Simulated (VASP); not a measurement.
# ZnF2 (P4_2/mnm) in VASP: a series of runs, part 2 of 2

VASP 6.6.1. The steps go on from the part before.

### 5 Single point, r2SCAN

This run uses another cell than the first one, of 11.77 Å³/atom.

POSCAR

```
ZnF2
1.0
    4.7349638400      0.0000000000      0.0000000000
    0.0000000000      4.7349638400      0.0000000000
    0.0000000000      0.0000000000      3.1498554300
Zn F
2 4
Direct
    0.0000000000      0.0000000000      0.0000000000
    0.5000000000      0.5000000000      0.5000000000
    0.3038300847      0.3038300847      0.0000000000
    0.1961699153      0.8038300847      0.5000000000
    0.6961699153      0.6961699153      0.0000000000
    0.8038300847      0.1961699153      0.5000000000
```

INCAR.step1

```
SYSTEM = ZnF2
ALGO     = Normal         ! electronic algorithm
EDIFF    = 1E-5           ! SCF threshold, eV
ENCUT    = 660            ! plane-wave cutoff, eV
GGA      = PE             ! functional
GGA_COMPAT= .False.      
ISMEAR   = -1             ! smearing method
LASPH    = .True.         ! aspherical terms in the spheres
LCHARG   = .False.        ! write CHGCAR
LREAL    = .False.        ! projectors in reciprocal space
LWAVE    = .True.         ! write WAVECAR
NBANDS   = 35             ! bands
NELM     = 120            ! most SCF steps
PREC     = Accurate       ! precision mode
SIGMA    = 0.02           ! smearing width, eV
```

INCAR.step2

```
SYSTEM = ZnF2
ALGO     = Normal         ! electronic algorithm
EDIFF    = 1E-6           ! SCF threshold, eV
ENCUT    = 660            ! plane-wave cutoff, eV
GGA_COMPAT= .False.      
ISIF     = 2              ! what is computed and relaxed
ISMEAR   = -1             ! smearing method
ISTART   = 1            
LASPH    = .True.         ! aspherical terms in the spheres
LCHARG   = .False.        ! write CHGCAR
LMIXTAU  = .True.       
LREAL    = .False.        ! projectors in reciprocal space
LWAVE    = .False.        ! write WAVECAR
METAGGA  = R2SCAN         ! meta-GGA
NBANDS   = 35             ! bands
NELM     = 120            ! most SCF steps
PREC     = Accurate       ! precision mode
SIGMA    = 0.02           ! smearing width, eV
```

KPOINTS

```
k-points
0
Gamma
  6 6 10
  0 0 0
```

Potentials or basis: VASP PAW PBE potentials, release 64 (Zn, F).

Run with:

```bash
cat potpaw_PBE.64/Zn/POTCAR potpaw_PBE.64/F/POTCAR > POTCAR
cp INCAR.step1 INCAR
mpirun -np 1 vasp_std > vasp.out
cp INCAR.step2 INCAR
mpirun -np 1 vasp_std > vasp.out
```

OUTCAR:

```text
SYSTEM = ZnF2
   EDIFF = 1E-6
   ENCUT = 660
   ISIF = 2
   ISMEAR = -1
   ISTART = 1
   LASPH = .True.
   LREAL = .False.
   METAGGA = R2SCAN
   NELM = 120
   PREC = Accurate

 ion  position               nearest neighbor table
   1  0.000  0.000  0.000-   3 2.03   5 2.03   4 2.05   6 2.05   4 2.05   6 2.05
   2  0.500  0.500  0.500-   4 2.03   6 2.03   5 2.05   3 2.05   3 2.05   5 2.05
   3  0.304  0.304  0.000-   1 2.03   2 2.05   2 2.05
   4  0.196  0.804  0.500-   2 2.03   1 2.05   1 2.05
   5  0.696  0.696  0.000-   1 2.03   2 2.05   2 2.05
   6  0.804  0.196  0.500-   2 2.03   1 2.05   1 2.05

  LATTYP: Found a simple tetragonal cell.
 ALAT       =     4.7349638400
[... 1119 lines left out ...]
  Total       -0.8716126     -0.8716126     -1.0194191      0.0000000      0.0000000      0.0000000
  in kB      -19.7747095    -19.7747095    -23.1280693      0.0000000      0.0000000      0.0000000
  external PRESSURE =     -20.8924961 kB  Pullay stress =       0.0000000 kB

 VOLUME and BASIS-vectors are now :
 -----------------------------------------------------------------------------
  energy-cutoff  :      660.00
  volume of cell :       70.62
      direct lattice vectors                 reciprocal lattice vectors
     4.734963840  0.000000000  0.000000000     0.211194855  0.000000000  0.000000000
     0.000000000  4.734963840  0.000000000     0.000000000  0.211194855  0.000000000
     0.000000000  0.000000000  3.149855430     0.000000000  0.000000000  0.317474888

 POSITION                                       TOTAL-FORCE (eV/Angst)
 -----------------------------------------------------------------------------------
      0.00000      0.00000      0.00000        -0.000000      0.000000      0.000000
      2.36748      2.36748      1.57493        -0.000000      0.000000      0.000000
      1.43862      1.43862      0.00000        -0.010548     -0.010548      0.000000
      0.92886      3.80611      1.57493         0.010548     -0.010548      0.000000
      3.29634      3.29634      0.00000         0.010548      0.010548      0.000000
      3.80611      0.92886      1.57493        -0.010548      0.010548      0.000000
 -----------------------------------------------------------------------------------
    total drift:                               -0.000000     -0.000000     -0.000000

  FREE ENERGIE OF THE ION-ELECTRON SYSTEM (eV)
  ---------------------------------------------------
  free  energy   TOTEN  =       -45.6831594741 eV

  energy  without entropy=      -45.6831594740  energy(sigma->0) =      -45.68315947
```

OUTCAR.step1:

```text
SYSTEM = ZnF2
   EDIFF = 1E-5
   ENCUT = 660
   GGA = PE
   ISMEAR = -1
   LASPH = .True.
   LREAL = .False.
   NELM = 120
[... 1149 lines left out ...]
      0.92886      3.80611      1.57493         0.031030     -0.031030      0.000000
      3.29634      3.29634      0.00000         0.031030      0.031030      0.000000
      3.80611      0.92886      1.57493        -0.031030      0.031030      0.000000
 -----------------------------------------------------------------------------------
    total drift:                               -0.000000     -0.000000     -0.000000

  FREE ENERGIE OF THE ION-ELECTRON SYSTEM (eV)
  ---------------------------------------------------
  free  energy   TOTEN  =       -23.2167962030 eV

  energy  without entropy=      -23.2167962030  energy(sigma->0) =      -23.21679620
```

Run time: 18 min. Hardware: 1 thread of AMD EPYC 9755, shared host; peak memory 0.28 GiB.

What came out:

```yaml
Free_energy: -45.6832 eV
Pressure: -2.1 GPa
Largest_force: 0.015 eV/Å
Band_gap_on_the_k_mesh: 4.20 eV
```

Forces in eV/Å, atoms in the order of the input:
```
Zn   0.000  0.000  0.000
Zn   0.000  0.000  0.000
F   -0.011 -0.011  0.000
F    0.011 -0.011  0.000
F    0.011  0.011  0.000
F   -0.011  0.011  0.000
```

Stress tensor (GPa, compression positive):
```
-1.98  0.00  0.00
 0.00 -1.98  0.00
 0.00  0.00 -2.31
```

Levels at points of the mesh, in eV from the valence-band top:
| k point | band 23 | band 24 | band 25 | band 26 | band 27 | band 28 | band 29 | band 30 |
| --- | --- | --- | --- | --- | --- | --- | --- | --- |
| (0.00, 0.00, 0.00) | -1.22 | -0.33 | -0.33 | 0.00 | 4.20 | 10.12 | 10.43 | 10.43 |
| (0.50, 0.00, 0.00) | -0.63 | -0.63 | -0.41 | -0.41 | 6.79 | 6.79 | 11.32 | 11.32 |
| (0.50, 0.50, 0.00) | -1.28 | -1.28 | -0.34 | -0.34 | 7.74 | 7.74 | 9.86 | 9.86 |
| (0.00, 0.00, 0.50) | -1.26 | -1.26 | -1.20 | -1.20 | 9.02 | 9.02 | 12.76 | 12.76 |
| (0.50, 0.00, 0.50) | -1.34 | -1.34 | -0.05 | -0.05 | 9.57 | 9.57 | 11.14 | 11.14 |
| (0.50, 0.50, 0.50) | -1.20 | -1.20 | -0.78 | -0.78 | 8.94 | 8.94 | 12.22 | 12.22 |

Caveat: the PAW data sets were made with another functional, which shifts forces and pressure a little.

### 6 Overview

| cell | gap on the mesh (eV) | pressure (GPa) | largest force (eV/Å) |
| --- | --- | --- | --- |
| a = 4.640, b = 4.640, c = 3.087 Å, 6 atoms, atomic positions A | 4.26 | 5.8 | 0.01 |
| a = 4.672, b = 4.672, c = 3.108 Å, 6 atoms, atomic positions B | 4.24 | 2.8 | 0.01 |
| a = 4.704, b = 4.704, c = 3.129 Å, 6 atoms, atomic positions C | 4.22 | 0.2 | 0.01 |
| a = 4.735, b = 4.735, c = 3.150 Å, 6 atoms, atomic positions D | 4.20 | -2.1 | 0.01 |

Alike in all rows: task single point; level r2SCAN; potentials or basis VASP PAW PBE potentials, release 64 (Zn, F); no spin polarisation; k mesh 6 × 6 × 10; cutoff (eV) 660; smearing fermi-dirac 0.02 eV.

Caveats: the PAW data sets were made with another functional, which shifts forces and pressure a little; the cell stands under pressure (at least some runs).

Total energies depend on the potentials used, so only differences within one code and one set of settings carry meaning.
